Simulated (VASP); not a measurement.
# SnO2 (R-3m) in VASP: notebook

SnO2 is run at these levels: BLYP, RPBE, r2SCAN, LDA; tasks: single point, relaxation of cell and atoms.

Program: VASP 6.6.1. These are calculated values, not measurements. Logs are shortened: lines on timing, memory, paths and dates and some standing lists are left out, and cuts for length are marked.

### 1 The cell of the first run

It takes space group R-3m (No. 166, trigonal). Conventional cell: a = 3.273 Å, b = 3.273 Å, c = 16.505 Å, α = 90.00°, β = 90.00°, γ = 120.00°. Sn (site symmetry -3m) has 6 O at 2.14 Å within 2.8 Å. O (site symmetry 3m) has 3 Sn at 2.14 Å and 3 O at 2.76 Å within 2.8 Å.

### 2 Single point, BLYP

INCAR

```
PREC = Accurate
ENCUT = 520
EDIFF = 1E-6
ISMEAR = -1
SIGMA = 0.05
LREAL = F
LASPH = T
NELM = 100
ALGO = Normal
ISIF = 2
LWAVE = F
LCHARG = T
GGA = B5
ALDAX = 1.0
AGGAX = 1.0
AGGAC = 1.0
ALDAC = 0.0
LELF = T
LVHAR = T
NBANDS = 20
```

KPOINTS

```
regular mesh
0
Gamma
  10 10 10
```

POSCAR

```
SnO2
1.0
    1.6363251975      0.9447327932      5.5017167148
   -1.6363251975      0.9447327932      5.5017167148
    0.0000000000     -1.8894655865      5.5017167148
Sn O
1 2
Direct
    0.5000000000      0.5000000000      0.5000000000
    0.7723774563      0.7723774563      0.7723774563
    0.2276225437      0.2276225437      0.2276225437
```

Potentials or basis: VASP PAW PBE potentials, release 64 (Sn_d, O).

Command:

```console
$ cat potpaw_PBE.64/Sn_d/POTCAR potpaw_PBE.64/O/POTCAR > POTCAR
$ mpirun -np 1 vasp_std > vasp.out
```

OUTCAR:

```text
PREC = Accurate
   ENCUT = 520
   EDIFF = 1E-6
   ISMEAR = -1
   LREAL = F
   LASPH = T
   NELM = 100
   ISIF = 2
   GGA = B5

 ion  position               nearest neighbor table
   1  0.500  0.500  0.500-   3 2.14   2 2.14   3 2.14   3 2.14   2 2.14   2 2.14
   2  0.772  0.772  0.772-   1 2.14   1 2.14   1 2.14
   3  0.228  0.228  0.228-   1 2.14   1 2.14   1 2.14

  LATTYP: Found a trigonal (rhomboedric) cell.
 ALAT       =     5.8171270411
 COS(alpha) =     0.8417469333

  Lattice vectors:

 A1 = (   1.6363251975,   0.9447327932,   5.5017167148)
 A2 = (  -1.6363251975,   0.9447327932,   5.5017167148)
 A3 = (   0.0000000000,  -1.8894655865,   5.5017167148)

Analysis of symmetry for initial positions (statically):
=====================================================================
 Subroutine PRICEL returns:
 Original cell was already a primitive cell.

 Routine SETGRP: Setting up the symmetry group for a
 trigonal (rhombohedral) supercell.

 Subroutine GETGRP returns: Found 12 space group operations
 (whereof 12 operations were pure point group operations)
 out of a pool of 12 trial point group operations.

The static configuration has the point symmetry D_3d.

Analysis of symmetry for dynamics (positions and initial velocities):
=====================================================================
 Subroutine PRICEL returns:
 Original cell was already a primitive cell.

 Routine SETGRP: Setting up the symmetry group for a
 trigonal (rhombohedral) supercell.

 Subroutine GETGRP returns: Found 12 space group operations
 (whereof 12 operations were pure point group operations)
 out of a pool of 12 trial point group operations.

The dynamic configuration has the point symmetry D_3d.

 Subroutine INISYM returns: Found 12 space group operations
 (whereof 12 operations are pure point group operations),
 and found     1 'primitive' translations

----------------------------------------------------------------------------------------

                                     Primitive cell

  volume of cell :      51.0303

  direct lattice vectors                    reciprocal lattice vectors
     1.636325197  0.944732793  5.501716715     0.305562733  0.176416726  0.060587150
    -1.636325197  0.944732793  5.501716715    -0.305562733  0.176416726  0.060587150
     0.000000000 -1.889465587  5.501716715     0.000000000 -0.352833453  0.060587150

  length of vectors
[... 81 lines left out ...]
   LASPH  =      T    aspherical Exc in radial PAW
   ENCUT  =  520.0 eV  38.22 Ry    6.18 a.u.  10.82 10.82 10.82*2*pi/ulx,y,z
   NELM   =    100;   NELMIN=  2; NELMDL= -5     # of ELM steps
   EDIFF  = 0.1E-05   stopping-criterion for ELM
   LREAL  =      F    real-space projection
   EDIFFG = 0.1E-04   stopping-criterion for IOM
   NSW    =      0    number of steps for IOM
   IBRION =     -1    ionic relax: 0-MD 1-quasi-New 2-CG
   NFREE  =      0    steps in history (QN), initial steepest desc. (CG)
   ISIF   =      2    stress and relaxation
   ISYM   =      2    0-nonsym 1-usesym 2-fastsym
   POTIM  = 0.5000    time-step for ionic-motion
   TEBEG  =    0.0;   TEEND  =   0.0 temperature during run
   PSTRESS=    0.0 pullay stress
   NELECT =      26.0000    total number of electrons
   NUPDOWN=      -1.0000    fix difference up-down
   EMIN   =  10.00;   EMAX   =-10.00  energy-range for DOS
   EFERMI =   0.00;   METHOD = LEGACY
   ISMEAR =    -1;   SIGMA  =   0.05  broadening in eV -4-tet -1-fermi 0-gaus
   EFERMI_NEDOS =   21; number of points for ismear=-14 and -15
   IALGO  =     38    algorithm
   IMIX   =      4    mixing-type and parameters
     AMIX     =   0.40;   BMIX     =  1.00
     AMIX_MAG =   1.60;   BMIX_MAG =  1.00
  volume/ion in A,a.u.               =      17.01       114.79
  Fermi-wavevector in a.u.,A,eV,Ry     =   1.307545  2.470901 23.261520  1.709673
  Thomas-Fermi vector in A             =   2.438272
   LORBIT       =      0    0 simple, 1 ext, 2 COOP (PROOUT), +10 PAW based schemes
   GGA     = B5    functional components
   LHFCALC =     F    Hartree Fock is set to
   AEXX    =    0.0000 exact exchange contribution
   IVDW    =     0    specifies the selected vdW correction
   LEPSILON=     F    determine dielectric tensor
   LRPA    =     F    only Hartree local field effects (RPA)
 non-spin polarized calculation
  energy-cutoff  :      520.00
  volume of cell :       51.03
 maximum number of plane-waves:      1394
 NGX is ok and might be reduce to    48
   NGX = 21   NGY = 21   NGZ = 21

 number of electron      26.0000003 magnetization

 Free energy of the ion-electron system (eV)
  ---------------------------------------------------
  ext. energy  EPLUGINS =         0.00000000
  ---------------------------------------------------
  free energy    TOTEN  =       -16.97598835 eV

  energy without entropy =      -16.97598835  energy(sigma->0) =      -16.97598835

 E-fermi :   2.9312     XC(G=0):  -8.6369

 val. band max:        1.8467561487   @ k =  -0.2000   0.2000   0.0000
 cond. band min:       3.8371225667   @ k =   0.0000   0.0000   0.0000
 fundamental gap:      1.9903664180
 Fermi energy:         2.9311830507

 k-point     1 :       0.0000    0.0000    0.0000
  band No.  band energies     occupation
      1     -18.0815      2.00000
      2     -17.9120      2.00000
      3     -17.9120      2.00000
      4     -17.7513      2.00000
      5     -17.7513      2.00000
      6     -15.7490      2.00000
[... 541 lines left out ...]
     19      14.6185      0.00000
     20      17.5843      0.00000

 [... further k-points ...]

------------------------ aborting loop because EDIFF is reached ----------------------------------------

  FORCE on cell =-STRESS in cart. coord.  units (eV):
  Direction    XX          YY          ZZ          XY          YZ          ZX
  --------------------------------------------------------------------------------------
  -------------------------------------------------------------------------------------
  Total        0.2422822      0.2422822      0.0581485      0.0000000     -0.0000000     -0.0000000
  in kB        7.6068350      7.6068350      1.8256637      0.0000000     -0.0000000     -0.0000000
  external PRESSURE =       5.6797779 kB  Pullay stress =       0.0000000 kB

 VOLUME and BASIS-vectors are now :
 -----------------------------------------------------------------------------
  energy-cutoff  :      520.00
  volume of cell :       51.03
      direct lattice vectors                 reciprocal lattice vectors
     1.636325197  0.944732793  5.501716715     0.305562733  0.176416726  0.060587150
    -1.636325197  0.944732793  5.501716715    -0.305562733  0.176416726  0.060587150
     0.000000000 -1.889465587  5.501716715     0.000000000 -0.352833453  0.060587150

 POSITION                                       TOTAL-FORCE (eV/Angst)
 -----------------------------------------------------------------------------------
      0.00000     -0.00000      8.25258        -0.000000      0.000000      0.000000
      0.00000     -0.00000     12.74821         0.000000      0.000000     -0.052435
      0.00000     -0.00000      3.75694         0.000000     -0.000000      0.052435
 -----------------------------------------------------------------------------------
    total drift:                                0.000000      0.000000      0.000000

  FREE ENERGIE OF THE ION-ELECTRON SYSTEM (eV)
  ---------------------------------------------------
  free  energy   TOTEN  =       -16.9759883541 eV

  energy  without entropy=      -16.9759883539  energy(sigma->0) =      -16.97598835
```

OSZICAR:

```text
N       E                     dE             d eps       ncg     rms          rms(c)
DAV:   1     0.267772138676E+03    0.26777E+03   -0.13863E+04  4804   0.180E+03
DAV:   2     0.112976643626E+02   -0.25647E+03   -0.24335E+03  5136   0.477E+02
DAV:   3    -0.195934149038E+02   -0.30891E+02   -0.30531E+02  5496   0.146E+02
DAV:   4    -0.205496162140E+02   -0.95620E+00   -0.95526E+00  5172   0.281E+01
DAV:   5    -0.205706018922E+02   -0.20986E-01   -0.20985E-01  5620   0.437E+00    0.115E+01
DAV:   6    -0.170128031703E+02    0.35578E+01   -0.14705E+01  6848   0.622E+01    0.447E+00
DAV:   7    -0.170037631722E+02    0.90400E-02   -0.93595E-01  4848   0.783E+00    0.209E+00
DAV:   8    -0.169787726882E+02    0.24990E-01   -0.96395E-02  4912   0.287E+00    0.551E-01
DAV:   9    -0.169754896227E+02    0.32831E-02   -0.13358E-02  6332   0.157E+00    0.951E-02
DAV:  10    -0.169759527498E+02   -0.46313E-03   -0.18764E-03  4864   0.437E-01    0.410E-02
DAV:  11    -0.169759891218E+02   -0.36372E-04   -0.10191E-04  6032   0.121E-01    0.200E-02
DAV:  12    -0.169759885563E+02    0.56554E-06   -0.11111E-05  6048   0.308E-02    0.823E-03
DAV:  13    -0.169759883541E+02    0.20212E-06   -0.16090E-06  4096   0.988E-03
   1 F= -.16975988E+02 E0= -.16975988E+02  d E =-.195000E-09
```

stdout:

```text
POSCAR found type information on POSCAR SnO
 POSCAR found :  2 types and       3 ions
 scaLAPACK will be used
 -----------------------------------------------------------------------------
|                                                                             |
|                                                                             |
|     You enforced a specific xc type in the INCAR file but a different       |
|     I HOPE YOU KNOW WHAT YOU ARE DOING!                                     |
|                                                                             |
 -----------------------------------------------------------------------------

 LDA part: xc-table for (Slater(with rela. corr.)+VWN5), standard interpolation
 POSCAR, INCAR and KPOINTS ok, starting setup
 FFT: planning ... GRIDC
 FFT: planning ... GRID_SOFT
 FFT: planning ... GRID
 WAVECAR not read
 entering main loop
```

Run time: 5.3 min. Hardware: 1 thread of Intel Xeon Platinum 8375C at 2.90GHz (Ice Lake), shared host; peak memory 0.37 GiB.

What came out:

```yaml
Free_energy: -16.9760 eV
Pressure: 0.6 GPa
Largest_force: 0.052 eV/Å
Band_gap_on_the_k_mesh: 1.99 eV (least direct gap 2.33 eV)
```

Forces on the atoms (eV/Å):
```
Sn   0.000  0.000  0.000
O    0.000  0.000 -0.052
O    0.000  0.000  0.052
```

Levels at points of the mesh, in eV from the valence-band top:
```
           k point  band 9  band 10  band 11  band 12  band 13  band 14  band 15  band 16  band 17  band 18
(0.00, 0.00, 0.00)   -1.19    -1.19    -0.80    -0.80    -0.34     1.99     5.74     9.84    10.90    10.90
(0.50, 0.00, 0.00)   -3.91    -2.82    -1.14    -0.44    -0.26     5.04     7.50     9.86    12.17    12.35
(0.50, 0.50, 0.00)   -3.97    -2.84    -1.05    -0.42    -0.08     4.96     7.03    10.37    11.07    12.54
(0.50, 0.50, 0.50)   -1.20    -1.20    -0.82    -0.79    -0.79     2.61     5.54    10.15    10.95    10.95
```

Caveat: the PAW data sets were made with another functional, which shifts forces and pressure a little; spin-orbit coupling is left out, which moves the levels of the heavy elements. A k mesh can miss the band edges.

### 3 Single point, RPBE

This run uses another cell than the first one, of 17.43 Å³/atom.

INCAR

```
ALGO = Normal
EDIFF = 1E-7
ENCUT = 520
GGA = RP
ISIF = 2
ISMEAR = -1
LASPH = True
LCHARG = False
LREAL = False
LWAVE = False
NBANDS = 20
NELM = 80
PREC = Accurate
SIGMA = 0.05
```

KPOINTS

```
k-points
0
Gamma
  10 10 10
```

POSCAR

```
SnO2
1.0
    1.6247219221      0.9380336391      5.7174638147
   -1.6247219221      0.9380336391      5.7174638147
    0.0000000000     -1.8760672782      5.7174638147
Sn O
1 2
Direct
    0.5000000000      0.5000000000      0.5000000000
    0.7739118921      0.7739118921      0.7739118921
    0.2260881079      0.2260881079      0.2260881079
```

Potentials or basis: VASP PAW PBE potentials, release 64 (Sn_d, O).

Command:

```console
$ cat potpaw_PBE.64/Sn_d/POTCAR potpaw_PBE.64/O/POTCAR > POTCAR
$ mpirun -np 1 vasp_std > vasp.out
```

Run time: 5.1 min. Hardware: 1 thread of Intel Xeon Platinum 8375C at 2.90GHz (Ice Lake), shared host; peak memory 0.38 GiB.

It converged, with:

- Free energy: -17.1800 eV
- Pressure: 0.4 GPa
- Largest force: 0.049 eV/Å
- Band gap on the k mesh: 2.28 eV (least direct gap 2.63 eV)

Forces on the atoms (eV/Å):
```
Sn   0.000  0.000  0.000
O    0.000  0.000 -0.049
O    0.000  0.000  0.049
```

Stress tensor (GPa, compression positive):
```
0.57 0.00 0.00
0.00 0.57 0.00
0.00 0.00 0.20
```

Levels at points of the mesh, in eV from the valence-band top:
| k point | band 10 | band 11 | band 12 | band 13 | band 14 | band 15 | band 16 | band 17 |
| --- | --- | --- | --- | --- | --- | --- | --- | --- |
| (0.00, 0.00, 0.00) | -1.16 | -0.76 | -0.76 | -0.35 | 2.28 | 5.85 | 9.69 | 11.17 |
| (0.50, 0.00, 0.00) | -2.81 | -1.18 | -0.42 | -0.21 | 5.27 | 7.57 | 10.17 | 12.26 |
| (0.50, 0.50, 0.00) | -2.82 | -1.12 | -0.40 | -0.09 | 5.20 | 7.19 | 10.57 | 11.32 |
| (0.50, 0.50, 0.50) | -1.17 | -0.76 | -0.76 | -0.72 | 2.79 | 5.66 | 9.82 | 11.20 |

Caveat: the PAW data sets were made with another functional, which shifts forces and pressure a little; spin-orbit coupling is left out, which moves the levels of the heavy elements. A k mesh can miss the band edges.

### 4 Single point, r2SCAN

This run uses another cell than the first one, of 12.94 Å³/atom.

POSCAR

```
SnO2
1.0
    1.6048568127      0.9265645128      4.3509029880
   -1.6048568127      0.9265645128      4.3509029880
    0.0000000000     -1.8531290256      4.3509029880
Sn O
1 2
Direct
    0.5000000000      0.5000000000      0.5000000000
    0.7586942907      0.7586942907      0.7586942907
    0.2413057093      0.2413057093      0.2413057093
```

INCAR.step1

```
PREC = Accurate
ENCUT = 520
ISMEAR = -1
SIGMA = 0.05
LREAL = False
LASPH = True
NELM = 100
NBANDS = 20
GGA = PE
ALGO = Normal
EDIFF = 1E-4
LWAVE = True
LCHARG = False
```

INCAR.step2

```
PREC = Accurate
ENCUT = 520
EDIFF = 1E-6
ISMEAR = -1
SIGMA = 0.05
LREAL = False
LASPH = True
NELM = 100
ALGO = Normal
ISIF = 2
LWAVE = False
LCHARG = False
METAGGA = R2SCAN
LMIXTAU = True
NBANDS = 20
ISTART = 1
```

KPOINTS

```
regular mesh
0
Gamma
  10 10 10
```

Command:

```console
$ cat potpaw_PBE.64/Sn_d/POTCAR potpaw_PBE.64/O/POTCAR > POTCAR
$ cp INCAR.step1 INCAR
$ mpirun -np 1 vasp_std > vasp.out
$ cp INCAR.step2 INCAR
$ mpirun -np 1 vasp_std > vasp.out
```

Wall time 5.8 min (1 thread of Intel Xeon Platinum 8375C at 2.90GHz (Ice Lake), shared host); peak memory 0.26 GiB.

Results (log left out):

```
Free energy            : -41.6754 eV
Pressure               : 1.2 GPa
Largest force          : 0.086 eV/Å
Band gap on the k mesh : 2.44 eV (least direct gap 2.46 eV)
```

Forces on the atoms (eV/Å):
```
Sn   0.000  0.000  0.000
O    0.000  0.000 -0.086
O    0.000  0.000  0.086
```

Stress tensor (GPa, compression positive):
```
1.54 0.00 0.00
0.00 1.54 0.00
0.00 0.00 0.46
```

Levels at points of the mesh, in eV from the valence-band top:
| k point | band 11 | band 12 | band 13 | band 14 | band 15 | band 16 |
| --- | --- | --- | --- | --- | --- | --- |
| (0.00, 0.00, 0.00) | -1.14 | -1.14 | -0.02 | 2.44 | 6.43 | 11.98 |
| (0.50, 0.00, 0.00) | -1.78 | -0.94 | -0.79 | 6.38 | 8.84 | 10.96 |
| (0.50, 0.50, 0.00) | -1.11 | -0.47 | 0.00 | 5.87 | 7.77 | 12.00 |
| (0.50, 0.50, 0.50) | -1.62 | -1.01 | -1.01 | 4.21 | 6.61 | 12.41 |

Caveat: the PAW data sets were made with another functional, which shifts forces and pressure a little; spin-orbit coupling is left out, which moves the levels of the heavy elements. A k mesh can miss the band edges.

(Continued in part 2 of 2.)
